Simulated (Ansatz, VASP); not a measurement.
**MgZr2Au2 in VASP and in Ansatz**

File INCAR:

```
ALGO = Normal ; EDIFF = 1E-6
EDIFFG = -0.04 ; ENCUT = 600
GGA = PE ; IBRION = 2
ISIF = 3 ; ISMEAR = 0
LASPH = True ; LCHARG = False
LREAL = False ; LWAVE = False
NELM = 100 ; NSW = 90
PREC = Accurate ; SIGMA = 0.1
```

The input KPOINTS:

```
k-points
0
Gamma
  6 6 6
```

Contents of POSCAR:

```
MgZr2Au2
1.0
   -2.0176162264      2.0176162264      5.2937455446
    2.0176162264     -2.0176162264      5.2937455446
    2.0176162264      2.0176162264     -5.2937455446
Mg Zr Au
1 2 2
Direct
    0.0000000000      0.0000000000      0.0000000000
    0.2500000000      0.7500000000      0.5000000000
    0.7500000000      0.2500000000      0.5000000000
    0.6260000000      0.6260000000      0.0000000000
    0.3740000000      0.3740000000      0.0000000000
```

Input for Ansatz:

```yaml
crystal:
  lattice:
    - [-2.0176162264, 2.0176162264, 5.2937455446]
    - [2.0176162264, -2.0176162264, 5.2937455446]
    - [2.0176162264, 2.0176162264, -5.2937455446]
  atoms:
    - { symbol: Mg, position: [0.0, 0.0, 0.0] }
    - { symbol: Zr, position: [0.25, 0.75, 0.5] }
    - { symbol: Zr, position: [0.75, 0.25, 0.5] }
    - { symbol: Au, position: [0.626, 0.626, 0.0] }
    - { symbol: Au, position: [0.374, 0.374, 0.0] }
basis:
  ecutwfc: 420
kpoints:
  mp_grid: { grid: [6, 6, 6] }
hamiltonian:
  xc: pbe
scf:
  occupations: { method: gaussian, width: 0.1 }
  lower_state_search: "off"
output:
  forces: true
  stress: true
  eigenvalues: true
relax:
  adjacent_minimum: "off"
  f_tol: 0.04
  max_steps: 70
  cell: { stress_tol: 0.4 }
```

Alike in both runs: task relaxation of cell and atoms; functional PBE; k mesh 6 × 6 × 6; occupations gaussian, width 0.1 eV; no spin polarisation.

|  | VASP | Ansatz |
| --- | --- | --- |
| version | VASP 6.6.1 | Ansatz 0.2.0 |
| potentials or method | VASP PAW PBE potentials, release 64 (Mg, Zr_sv, Au), cutoff 600 eV | scalar-relativistic, plane waves, PAW |
| valence electrons in the cell | 48 | 72 |

|  | VASP | Ansatz | Ansatz less VASP |
| --- | --- | --- | --- |
| gap on the k mesh at the Fermi level, each at its own relaxed structure (eV) | none | none | - |
| relaxed volume (Å³/atom) | 22.73 | 22.79 | +0.065 |
| relaxed length of the cell vector where the two differ most in proportion (Å) | 7.129 | 7.105 | -0.0239 |

A gap of «none» marks a metal or a gap that the smearing closes. VASP's potentials hold 48 valence electrons a cell and Ansatz's 72, so a difference there can come from the potentials and not from the codes.

The k mesh is coarse, so the values compare programs but aren't converged. Neither program's run includes spin-orbit coupling. Noted on VASP's run: the volume moved by over 15 % at a fixed basis, so the end points are rough.
